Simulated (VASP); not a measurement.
# PtSe (P-6m2) in VASP: a series of runs

PtSe is run at these levels: PBE+U; tasks: single point.

Program: VASP 6.6.1. These are calculated values, not measurements. Logs are shortened: lines on timing, memory, paths and dates and some standing lists are left out, and cuts for length are marked.

## 1. The cell of the first run

The structure is hexagonal, space group P-6m2 (No. 187). The conventional cell has a = 3.702 Å, b = 3.702 Å, c = 3.613 Å, α = 90.00°, β = 90.00°, γ = 120.00°. Within 3.7 Å of Pt (site symmetry -6m2) lie 6 Se at 2.80 Å and 2 Pt at 3.61 Å. Within 3.7 Å of Se (site symmetry -6m2) lie 6 Pt at 2.80 Å and 2 Se at 3.61 Å.

## 2. Single point, PBE+U

File INCAR:

```
  PREC = Accurate
  ENCUT = 520
  EDIFF = 1E-6
  ISMEAR = -1
  SIGMA = 0.05
  LREAL = False
  LASPH = True
  NELM = 150
  ALGO = Normal
  ISIF = 2
  LWAVE = False
  LCHARG = False
  LMAXMIX = 4
  LDAU = True
  LDAUTYPE = 2
  LDAUL = 2 -1
  LDAUU = 4 0
  LDAUJ = 0 0
  LDAUPRINT = 1
  GGA = PE
  NBANDS = 15
```

File KPOINTS:

```
regular mesh
0
Gamma
  8 8 7
```

File POSCAR:

```
PtSe
1.0
    3.7018703300      0.0000000000      0.0000000000
   -1.8509351600      3.2059137500      0.0000000000
    0.0000000000      0.0000000000      3.6128420300
Pt Se
1 1
Direct
    0.0000000000      0.0000000000      0.0000000000
    0.6666666667      0.3333333333      0.5000000000
```

Potentials or basis: VASP PAW PBE potentials, release 64 (Pt, Se).

Launch:

```console
$ cat potpaw_PBE.64/Pt/POTCAR potpaw_PBE.64/Se/POTCAR > POTCAR
$ mpirun -np 1 vasp_std > vasp.out
```

OUTCAR:

```text
PREC = Accurate
   ENCUT = 520
   EDIFF = 1E-6
   ISMEAR = -1
   LREAL = False
   LASPH = True
   NELM = 150
   ISIF = 2
   GGA = PE

 ion  position               nearest neighbor table
   1  0.000  0.000  0.000-   2 2.80   2 2.80   2 2.80   2 2.80   2 2.80   2 2.80
   2  0.667  0.333  0.500-   1 2.80   1 2.80   1 2.80   1 2.80   1 2.80   1 2.80

  LATTYP: Found a hexagonal cell.
 ALAT       =     3.7018703300
 C/A-ratio  =     0.9759504542

  Lattice vectors:

 A1 = (   3.7018703300,   0.0000000000,   0.0000000000)
 A2 = (  -1.8509351600,   3.2059137500,   0.0000000000)
 A3 = (   0.0000000000,   0.0000000000,   3.6128420300)

Analysis of symmetry for initial positions (statically):
=====================================================================
 Subroutine PRICEL returns:
 Original cell was already a primitive cell.

 Routine SETGRP: Setting up the symmetry group for a
 hexagonal supercell.

 Subroutine GETGRP returns: Found 12 space group operations
 (whereof 12 operations were pure point group operations)
 out of a pool of 24 trial point group operations.

The static configuration has the point symmetry D_3h.

Analysis of symmetry for dynamics (positions and initial velocities):
=====================================================================
 Subroutine PRICEL returns:
 Original cell was already a primitive cell.

 Routine SETGRP: Setting up the symmetry group for a
 hexagonal supercell.

 Subroutine GETGRP returns: Found 12 space group operations
 (whereof 12 operations were pure point group operations)
 out of a pool of 24 trial point group operations.

The dynamic configuration has the point symmetry D_3h.

 Subroutine INISYM returns: Found 12 space group operations
 (whereof 12 operations are pure point group operations),
 and found     1 'primitive' translations

----------------------------------------------------------------------------------------

                                     Primitive cell

  volume of cell :      42.8768

  direct lattice vectors                    reciprocal lattice vectors
     3.701870330  0.000000000  0.000000000     0.270133719  0.155961775  0.000000000
    -1.850935160  3.205913750  0.000000000     0.000000000  0.311923551  0.000000000
     0.000000000  0.000000000  3.612842030     0.000000000  0.000000000  0.276790403

  length of vectors
     3.701870330  3.701870330  3.612842030     0.311923551  0.311923551  0.276790403

  position of ions in fractional coordinates (direct lattice)
     0.000000000  0.000000000  0.000000000
     0.666666667  0.333333333  0.500000000

  ion indices of the primitive-cell ions
   primitive index   ion index
                 1           1
                 2           2

----------------------------------------------------------------------------------------

 KPOINTS: regular mesh

Automatic generation of k-mesh.
 Grid dimensions read from file:
 generate k-points for:    8    8    7

 Generating k-lattice:

  Cartesian coordinates                     Fractional coordinates (reciprocal lattice)
     0.033766715  0.019495222  0.000000000     0.125000000  0.000000000  0.000000000
     0.000000000  0.038990444  0.000000000     0.000000000  0.125000000  0.000000000
     0.000000000  0.000000000  0.039541486     0.000000000  0.000000000  0.142857143

  Length of vectors
     0.038990444  0.038990444  0.039541486

  Shift w.r.t. Gamma in fractional coordinates (k-lattice)
     0.000000000  0.000000000  0.000000000

 Subroutine IBZKPT returns following result:
 ===========================================

 Found     40 irreducible k-points:

[... 38 lines left out ...]
   ICHARG =      2    charge: 1-file 2-atom 10-const
   ISPIN  =      1    spin polarized calculation?
   LNONCOLLINEAR =      F non collinear calculations
   LSORBIT =      F    spin-orbit coupling
   LASPH  =      T    aspherical Exc in radial PAW
   ENCUT  =  520.0 eV  38.22 Ry    6.18 a.u.   6.88  6.88  6.72*2*pi/ulx,y,z
   NELM   =    150;   NELMIN=  2; NELMDL= -5     # of ELM steps
   EDIFF  = 0.1E-05   stopping-criterion for ELM
   LREAL  =      F    real-space projection
   EDIFFG = 0.1E-04   stopping-criterion for IOM
   NSW    =      0    number of steps for IOM
   IBRION =     -1    ionic relax: 0-MD 1-quasi-New 2-CG
   NFREE  =      0    steps in history (QN), initial steepest desc. (CG)
   ISIF   =      2    stress and relaxation
   ISYM   =      2    0-nonsym 1-usesym 2-fastsym
   POTIM  = 0.5000    time-step for ionic-motion
   TEBEG  =    0.0;   TEEND  =   0.0 temperature during run
   PSTRESS=    0.0 pullay stress
   NELECT =      16.0000    total number of electrons
   NUPDOWN=      -1.0000    fix difference up-down
   EMIN   =  10.00;   EMAX   =-10.00  energy-range for DOS
   EFERMI =   0.00;   METHOD = LEGACY
   ISMEAR =    -1;   SIGMA  =   0.05  broadening in eV -4-tet -1-fermi 0-gaus
   EFERMI_NEDOS =   21; number of points for ismear=-14 and -15
   IALGO  =     38    algorithm
   IMIX   =      4    mixing-type and parameters
     AMIX     =   0.40;   BMIX     =  1.00
     AMIX_MAG =   1.60;   BMIX_MAG =  1.00
  volume/ion in A,a.u.               =      21.44       144.67
  Fermi-wavevector in a.u.,A,eV,Ry     =   1.178621  2.227271 18.900497  1.389147
  Thomas-Fermi vector in A             =   2.314947
   LORBIT       =      0    0 simple, 1 ext, 2 COOP (PROOUT), +10 PAW based schemes
 LDA+U is selected, type is set to LDAUTYPE =  2
   angular momentum for each species LDAUL =     2   -1
   U (eV)           for each species LDAUU =   4.0  0.0
   J (eV)           for each species LDAUJ =   0.0  0.0
   GGA     = PE    functional components
   LHFCALC =     F    Hartree Fock is set to
   AEXX    =    0.0000 exact exchange contribution
   IVDW    =     0    specifies the selected vdW correction
   LEPSILON=     F    determine dielectric tensor
   LRPA    =     F    only Hartree local field effects (RPA)
 non-spin polarized calculation
  energy-cutoff  :      520.00
  volume of cell :       42.88
 maximum number of plane-waves:      1168
 NGX is ok and might be reduce to    28
   NGX = 13   NGY = 13   NGZ = 13

atom =   1  type =  1  l = 2

 onsite density matrix

spin component  1

  0.8885  0.0000 -0.0000 -0.0000  0.0000
  0.0000  0.7787  0.0000  0.0000  0.0000
 -0.0000  0.0000  0.9310  0.0000  0.0000
 -0.0000  0.0000  0.0000  0.7787 -0.0000
  0.0000  0.0000  0.0000 -0.0000  0.8885

spin component  2

  0.8885  0.0000 -0.0000 -0.0000  0.0000
  0.0000  0.7787  0.0000  0.0000  0.0000
 -0.0000  0.0000  0.9310  0.0000  0.0000
 -0.0000  0.0000  0.0000  0.7787 -0.0000
  0.0000  0.0000  0.0000 -0.0000  0.8885

 occupancies and eigenvectors

  o =  0.7787  v = -0.0000  0.5120  0.0000 -0.8590  0.0000  0.0000  0.0000  0.0000  0.0000  0.0000      0.0000  0.0000  0.0000  0.0000  0.0000  0.0000  0.0000  0.0000  0.0000  0.0000
  o =  0.7787  v =  0.0000  0.0000  0.0000  0.0000  0.0000 -0.0000  0.5120  0.0000 -0.8590  0.0000      0.0000  0.0000  0.0000  0.0000  0.0000  0.0000  0.0000  0.0000  0.0000  0.0000
  o =  0.7787  v = -0.0000 -0.8590 -0.0000 -0.5120 -0.0000  0.0000  0.0000  0.0000  0.0000  0.0000      0.0000  0.0000  0.0000  0.0000  0.0000  0.0000  0.0000  0.0000  0.0000  0.0000
  o =  0.7787  v =  0.0000  0.0000  0.0000  0.0000  0.0000 -0.0000 -0.8590 -0.0000 -0.5120 -0.0000      0.0000  0.0000  0.0000  0.0000  0.0000  0.0000  0.0000  0.0000  0.0000  0.0000
  o =  0.8885  v =  0.0000  0.0000  0.0000  0.0000  0.0000 -0.9949 -0.0000 -0.0000  0.0000  0.1007      0.0000  0.0000  0.0000  0.0000  0.0000  0.0000  0.0000  0.0000  0.0000  0.0000
  o =  0.8885  v = -0.9949 -0.0000 -0.0000  0.0000  0.1007  0.0000  0.0000  0.0000  0.0000  0.0000      0.0000  0.0000  0.0000  0.0000  0.0000  0.0000  0.0000  0.0000  0.0000  0.0000
  o =  0.8885  v = -0.1007  0.0000  0.0000 -0.0000 -0.9949  0.0000  0.0000  0.0000  0.0000  0.0000      0.0000  0.0000  0.0000  0.0000  0.0000  0.0000  0.0000  0.0000  0.0000  0.0000
  o =  0.8885  v =  0.0000  0.0000  0.0000  0.0000  0.0000 -0.1007  0.0000  0.0000 -0.0000 -0.9949      0.0000  0.0000  0.0000  0.0000  0.0000  0.0000  0.0000  0.0000  0.0000  0.0000
  o =  0.9310  v =  0.0000  0.0000  0.0000  0.0000  0.0000 -0.0000 -0.0000  1.0000  0.0000  0.0000      0.0000  0.0000  0.0000  0.0000  0.0000  0.0000  0.0000  0.0000  0.0000  0.0000
  o =  0.9310  v = -0.0000 -0.0000  1.0000  0.0000  0.0000  0.0000  0.0000  0.0000  0.0000  0.0000      0.0000  0.0000  0.0000  0.0000  0.0000  0.0000  0.0000  0.0000  0.0000  0.0000

 number of electron      16.0000001 magnetization

 Free energy of the ion-electron system (eV)
  ---------------------------------------------------
  ext. energy  EPLUGINS =         0.00000000
  ---------------------------------------------------
  free energy    TOTEN  =        -6.29341772 eV

  energy without entropy =       -6.28132903  energy(sigma->0) =       -6.28737337

 E-fermi :   5.3560     XC(G=0): -10.6934

 val. band max:        5.3496670556   @ k =   0.3750   0.0000   0.1429
 cond. band min:       5.3764340476   @ k =   0.2500   0.0000   0.1429
 fundamental gap:      0.0267669920
 Fermi energy:         5.3559873716

 k-point     1 :       0.0000    0.0000    0.0000
  band No.  band energies     occupation
      1      -8.8868      2.00000
      2       1.3246      2.00000
      3       1.4499      2.00000
      4       1.4499      2.00000
      5       3.1379      2.00000
      6       3.1379      2.00000
      7       3.5809      2.00000
      8       5.7079      0.00176
      9       5.9224      0.00002
     10       5.9224      0.00002
     11      12.9131      0.00000
     12      13.4424      0.00000
     13      13.4424      0.00000
     14      18.1354      0.00000
[... 401 lines left out ...]
      2      -0.1551      2.00000
      3       0.8058      2.00000
      4       1.4627      2.00000
      5       2.4597      2.00000
      6       3.0412      2.00000
      7       3.3621      2.00000
      8       4.6231      2.00000
      9       5.9014      0.00004
     10       8.6205      0.00000
     11      11.2057      0.00000
     12      14.3219      0.00000
     13      14.4133      0.00000
     14      16.8227      0.00000
     15      18.7784      0.00000

 [... further k-points ...]
[... 5 lines left out ...]
  --------------------------------------------------------------------------------------
  -------------------------------------------------------------------------------------
  Total       -3.0506565     -3.0506565     -4.4989268     -0.0000000      0.0000000      0.0000000
  in kB     -113.9939716   -113.9939718   -168.1115285     -0.0000002      0.0000000      0.0000000
  external PRESSURE =    -132.0331573 kB  Pullay stress =       0.0000000 kB

 VOLUME and BASIS-vectors are now :
 -----------------------------------------------------------------------------
  energy-cutoff  :      520.00
  volume of cell :       42.88
      direct lattice vectors                 reciprocal lattice vectors
     3.701870330  0.000000000  0.000000000     0.270133719  0.155961775  0.000000000
    -1.850935160  3.205913750  0.000000000     0.000000000  0.311923551  0.000000000
     0.000000000  0.000000000  3.612842030     0.000000000  0.000000000  0.276790403

 POSITION                                       TOTAL-FORCE (eV/Angst)
 -----------------------------------------------------------------------------------
      0.00000      0.00000      0.00000        -0.000000      0.000000      0.000000
      1.85094      1.06864      1.80642         0.000000      0.000000      0.000000
 -----------------------------------------------------------------------------------
    total drift:                               -0.000000      0.000000      0.000000

  FREE ENERGIE OF THE ION-ELECTRON SYSTEM (eV)
  ---------------------------------------------------
  free  energy   TOTEN  =        -6.2934177182 eV

  energy  without entropy=       -6.2813290295  energy(sigma->0) =       -6.28737337
```

It took 30 s on 1 thread of Intel Xeon 8259CL, shared host; peak memory 0.17 GiB.

What came out:

| Quantity | Value |
| --- | --- |
| Free energy | -6.2934 eV |
| Pressure | -13.2 GPa |
| Band gap on the k mesh | zero (band 8 reaches 6.04 eV, above the bottom of band 9 at 5.19 eV) |

Eigenvalues of the final occupation matrices:
```tsv
site	spin	trace	eigenvalues
site 1 d	1	4.27	0.78 0.78 0.89 0.89 0.93
site 1 d	2	4.27	0.78 0.78 0.89 0.89 0.93
```

Caveat: spin-orbit coupling is left out, which moves the levels of the heavy elements; U without spin polarisation on a metal has little footing.

(Continued in part 2 of 2.)
